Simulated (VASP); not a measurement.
# Nb16H (a cell with a defect) in VASP: notebook, part 2 of 2

VASP 6.6.1.

### Step 3. Single point, PBE+D3(BJ)

The input, INCAR:

```
PREC     = Accurate       # precision mode
ENCUT    = 520            # plane-wave cutoff, eV
EDIFF    = 1E-6           # SCF threshold, eV
ISMEAR   = -1             # smearing method
SIGMA    = 0.15           # smearing width, eV
LREAL    = Auto         
LASPH    = T              # aspherical terms in the spheres
NELM     = 80             # most SCF steps
ALGO     = Normal         # electronic algorithm
ISIF     = 2              # what is computed and relaxed
LWAVE    = F              # write WAVECAR
LCHARG   = F              # write CHGCAR
GGA      = PE             # functional
IVDW     = 12             # dispersion correction
NBANDS   = 118            # bands
```

The input, KPOINTS:

```
regular mesh
0
Gamma
  3 3 3
```

The input, POSCAR:

```
Nb16H
1.0
    6.6000000000      0.0000000000      0.0000000000
    0.0000000000      6.6000000000      0.0000000000
    0.0000000000      0.0000000000      6.6000000000
Nb H
16 1
Direct
    0.0009809091     -0.0014992424      0.0000066667
    0.4994851515      0.0018940909      0.0000069697
   -0.0011740909      0.5004148485      0.0000015152
    0.0030068182     -0.0038813636      0.5000045455
    0.2497919697      0.2506653030      0.2500943939
    0.4918175758      0.5089942424      0.0000046970
    0.5010153030     -0.0005448485      0.5000081818
    0.7553962121      0.2471351515      0.2626816667
    0.0005037879      0.4984125758      0.5000006061
    0.2476125758      0.7514069697      0.2487286364
    0.2497945455      0.2506643939      0.7499145455
    0.4989615152      0.5002280303      0.5000043939
    0.7479696970      0.7495016667      0.2496080303
    0.7554010606      0.2471346970      0.7373268182
    0.2476171212      0.7514066667      0.7512845455
    0.7479748485      0.7495016667      0.7504007576
    0.6699762121      0.2869901515     -0.0000060606
```

Potentials or basis: VASP PAW PBE potentials, release 64 (Nb_sv, H).

Command:

```console
cat potpaw_PBE.64/Nb_sv/POTCAR potpaw_PBE.64/H/POTCAR > POTCAR
mpirun -np 1 vasp_std > vasp.out
```

OUTCAR:

```text
PREC = Accurate
   ENCUT = 520
   EDIFF = 1E-6
   ISMEAR = -1
   LREAL = Auto
   LASPH = T
   NELM = 80
   ISIF = 2
   GGA = PE
   IVDW = 12
 IVDW          = 12

 ion  position               nearest neighbor table
   1  0.001  0.999  0.000-  10 2.83  15 2.83   5 2.86  11 2.86  16 2.86  13 2.86  14 2.89   8 2.89

   2  0.499  0.002  0.000-   5 2.85  11 2.85  13 2.86  16 2.86  15 2.86  10 2.86   8 2.91  14 2.91

[... 1915 lines left out ...]
  -------------------------------------------------------------------------------------
  Total      -7.48524    -7.88768    -4.88694    -0.93198     0.00034    -0.00048
  in kB     -41.71428   -43.95702   -27.23428    -5.19379     0.00191    -0.00266
  external pressure =      -37.64 kB  Pullay stress =        0.00 kB

 VOLUME and BASIS-vectors are now :
 -----------------------------------------------------------------------------
  energy-cutoff  :      520.00
  volume of cell :      287.50
      direct lattice vectors                 reciprocal lattice vectors
     6.600000000  0.000000000  0.000000000     0.151515152  0.000000000  0.000000000
     0.000000000  6.600000000  0.000000000     0.000000000  0.151515152  0.000000000
     0.000000000  0.000000000  6.600000000     0.000000000  0.000000000  0.151515152

 POSITION                                       TOTAL-FORCE (eV/Angst)
 -----------------------------------------------------------------------------------
      0.00647      6.59011      0.00004         0.009657      0.017554     -0.000089
      3.29660      0.01250      0.00005         0.010377      0.027707     -0.000023
      6.59225      3.30274      0.00001         0.025797      0.029234      0.000129
      0.01985      6.57438      3.30003         0.013981      0.017507      0.000050
      1.64863      1.65439      1.65062         0.012912      0.008531      0.001946
      3.24600      3.35936      0.00003         0.028098      0.015722      0.000007
[... 9 lines left out ...]
      4.93663      4.94671      4.95265         0.010600      0.015860      0.004383
      4.42184      1.89413      6.59996        -0.289518     -0.293218      0.000793
 -----------------------------------------------------------------------------------
    total drift:                                0.004892     -0.002417      0.000017

  FREE ENERGIE OF THE ION-ELECTRON SYSTEM (eV)
  ---------------------------------------------------
  free  energy   TOTEN  =      -179.9365226330 eV

  energy  without entropy=     -178.5904991813  energy(sigma->0) =     -179.26351091
```

Wall time 19 min (1 thread of Intel Xeon Platinum 8259CL at 2.50GHz (Skylake/Cascade Lake), shared host); peak memory 0.53 GiB.

What came out:

```
Free energy                : -179.9365 eV
Pressure                   : -3.8 GPa
Largest force              : 0.412 eV/Å
Band gap on the k mesh     : zero (an odd number of electrons rules out a gap without spin polarisation)
Dispersion energy per atom : -0.707 eV
```

Forces on the atoms (eV/Å):
```
Nb   0.010  0.018  0.000
Nb   0.010  0.028  0.000
Nb   0.026  0.029  0.000
Nb   0.014  0.018  0.000
Nb   0.013  0.009  0.002
Nb   0.028  0.016  0.000
Nb   0.013  0.008  0.000
Nb   0.032  0.039 -0.012
Nb   0.032  0.018  0.000
Nb   0.011  0.013  0.002
Nb   0.013  0.009 -0.002
Nb   0.024  0.006  0.000
Nb   0.011  0.016 -0.004
Nb   0.032  0.039  0.011
Nb   0.011  0.013 -0.002
Nb   0.011  0.016  0.004
H   -0.290 -0.293  0.001
```

Stress tensor (GPa, compression positive):
```
-4.17 -0.52  0.00
-0.52 -4.40  0.00
 0.00  0.00 -2.72
```

Levels at points of the mesh, in eV from the Fermi level:
```csv
k point,band 101,band 102,band 103,band 104,band 105,band 106,band 107,band 108
"(0.00, 0.00, 0.00)",0.60,0.78,0.81,0.82,0.85,0.87,0.89,0.91
```
